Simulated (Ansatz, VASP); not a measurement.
## SiC: VASP beside Ansatz

```xyz
2
Lattice="0.0000 2.1490 2.1490 2.1490 0.0000 2.1490 2.1490 2.1490 0.0000" Properties=species:S:1:pos:R:3 pbc="T T T"
Si    0.0000    0.0000    0.0000
C     1.0745    1.0745    1.0745
```

Alike in both runs: task single point; functional PBEsol; k mesh 18 × 18 × 18; occupations gaussian, width 0.05 eV; no spin polarisation.

|  | VASP | Ansatz |
| --- | --- | --- |
| version | VASP 6.6.1 | Ansatz 0.2.0 |
| potentials or method | VASP PAW PBE potentials, release 64 (Si, C), cutoff 520 eV | scalar-relativistic, plane waves, PAW |
| valence electrons in the cell | 8 | 8 |

Ansatz gave:

| Quantity | Value |
| --- | --- |
| gap on the k mesh at the Fermi level (eV) | 1.21 |
| least direct gap on the mesh (eV) | 4.50 |
| pressure (GPa) | 9.8 |

Question: Which values does VASP return?

Answer: gap on the k mesh at the Fermi level (eV): 1.20; least direct gap on the mesh (eV): 4.49; pressure (GPa): 10.2.

VASP's potentials were made for PBE, not for PBEsol. With one functional, cell and mesh, what is left measures potentials, basis and numerics.
